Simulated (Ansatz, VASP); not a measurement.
**Two plane-wave programs on TiTe2**

Contents of INCAR:

```
SYSTEM = TiTe2
ALGO = Normal ; DIPOL = 0.5 0.5 0.500
EDIFF = 1E-6 ; ENCUT = 520
GGA = PE ; IDIPOL = 3
ISIF = 2 ; ISMEAR = -1
LASPH = .TRUE. ; LCHARG = .FALSE.
LDIPOL = .TRUE. ; LREAL = .FALSE.
LWAVE = .FALSE. ; NBANDS = 33
NELM = 80 ; PREC = Accurate
SIGMA = 0.05
```

KPOINTS

```
k-points
0
G
  8 8 1
  0 0 0
```

Contents of POSCAR:

```
TiTe2
1.0
    3.7770008876      0.0000000000      0.0000000000
   -1.8885004438      3.2709787188      0.0000000000
    0.0000000000      0.0000000000     24.9133488000
Te Ti
4 2
Direct
    0.3333333333      0.6666666666      0.3010434310
    0.6666666667      0.3333333334      0.4381325404
    0.3333333333      0.6666666666      0.5618674596
    0.6666666667      0.3333333334      0.6989565690
    0.0000000000      0.0000000000      0.3695879857
    0.0000000000      0.0000000000      0.6304120143
```

The input input.yaml:

```yaml
crystal:
  lattice:
    - [3.7770008876, 0.0, 0.0]
    - [-1.8885004438, 3.2709787188, 0.0]
    - [0.0, 0.0, 24.9133488]
  atoms:
    - { symbol: Te, position: [0.3333333333, 0.6666666666, 0.301043431] }
    - { symbol: Ti, position: [0.0, 0.0, 0.3695879857] }
    - { symbol: Te, position: [0.6666666667, 0.3333333334, 0.4381325404] }
    - { symbol: Te, position: [0.3333333333, 0.6666666666, 0.5618674596] }
    - { symbol: Ti, position: [0.0, 0.0, 0.6304120143] }
    - { symbol: Te, position: [0.6666666667, 0.3333333334, 0.698956569] }
hamiltonian:
  xc: pbe
  pseudopotentials: { kind: paw }
kpoints:
  mp_grid: { grid: [8, 8, 1] }
scf:
  occupations: { method: fermi_dirac, width: 0.05 }
output:
  forces: true
  eigenvalues: true
  write_density: true
  write_potential: true
  elf: true
  volumetric_format: npy
efield:
  axis: 3
  dipole_correction: true
  ramp_width: 0.04
```

Alike in both runs: task single point; functional PBE; k mesh 8 × 8 × 1; occupations fermi-dirac, width 0.05 eV; no spin polarisation.

|  | VASP | Ansatz |
| --- | --- | --- |
| version | VASP 6.6.1 | Ansatz 0.2.0 |
| potentials or method | VASP PAW PBE potentials, release 64 (Te, Ti_sv) | Ansatz PAW |
| plane-wave cutoff (eV) | 520 | 420 |
| valence electrons in the cell | 48 | 88 |

```tsv
	VASP	Ansatz	Ansatz less VASP
gap on the k mesh at the Fermi level (eV)	none	none	-
rms of the force components (eV/Å)	0.094	0.091	-0.0031
```

A gap of «none» marks a metal or a gap that the smearing closes. With one functional, cell and mesh, what is left measures potentials, basis and numerics. VASP's potentials hold 48 valence electrons a cell and Ansatz's 88, so a difference there can come from the potentials and not from the codes.

Neither program's run includes spin-orbit coupling.
